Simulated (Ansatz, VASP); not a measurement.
## HgTe in VASP and in Ansatz

INCAR

```
PREC = Accurate
ENCUT = 520
EDIFF = 1E-6
ISMEAR = -1
SIGMA = 0.02
LREAL = False
LASPH = True
NELM = 60
ALGO = Normal
ISIF = 2
LWAVE = False
LCHARG = False
GGA = PE
NBANDS = 26
```

File KPOINTS:

```
Automatic mesh
0
Gamma
  6 6 4
```

POSCAR

```
HgTe
1.0
    4.8195131587      0.0000000000      0.0000000000
   -2.4097565794      4.1738208293      0.0000000000
    0.0000000000      0.0000000000      7.1962059349
Hg Te
2 2
Direct
    0.3333333333      0.6666666667      0.2500000000
    0.6666666667      0.3333333333      0.7500000000
    0.6666666667      0.3333333333      0.2500000000
    0.3333333333      0.6666666667      0.7500000000
```

Input for Ansatz:

```yaml
crystal:
  lattice:
    - [4.8195131587, 0.0, 0.0]
    - [-2.4097565794, 4.1738208293, 0.0]
    - [0.0, 0.0, 7.1962059349]
  atoms:
    - { symbol: Hg, position: [0.3333333333, 0.6666666667, 0.25] }
    - { symbol: Hg, position: [0.6666666667, 0.3333333333, 0.75] }
    - { symbol: Te, position: [0.6666666667, 0.3333333333, 0.25] }
    - { symbol: Te, position: [0.3333333333, 0.6666666667, 0.75] }
kpoints:
  mp_grid: { grid: [6, 6, 4] }
  band_path:
    path:
      - [0.0, 0.0, 0.0]
      - [0.5, 0.0, 0.0]
      - [0.3333333333, 0.3333333333, 0.0]
      - [0.0, 0.0, 0.5]
      - [0.5, 0.0, 0.5]
      - [0.3333333333, 0.3333333333, 0.5]
      - [0.1, 0.0, 0.0]
      - [0.0, 0.0, 0.45]
    npoints: 1
hamiltonian:
  xc: pbe
scf:
  occupations: { method: fermi_dirac, width: 0.02 }
  n_extra_bands: 5
output:
  forces: true
  stress: true
  eigenvalues: true
```

Alike in both runs: task single point; functional PBE; k mesh 6 × 6 × 4; occupations fermi-dirac, width 0.02 eV; no spin polarisation.

|  | VASP | Ansatz |
| --- | --- | --- |
| version | VASP 6.6.1 | Ansatz 0.2.0 |
| potentials or method | VASP PAW PBE potentials, release 64 (Hg, Te) | plane waves, PAW |
| plane-wave cutoff (eV) | 520 | 420 |
| valence electrons in the cell | 36 | 72 |

Ansatz gave:

```
pressure (GPa)                                                : 1.3
traceless stress, the component that is largest in VASP (GPa) : -0.72
```

Task: Estimate VASP's values.

Result: Pressure (GPa): 1.3; traceless stress, the component that is largest in VASP (GPa): -0.77.

VASP's potentials hold 36 valence electrons a cell and Ansatz's 72, so a difference there can come from the potentials and not from the codes.

Spin-orbit coupling is off throughout.
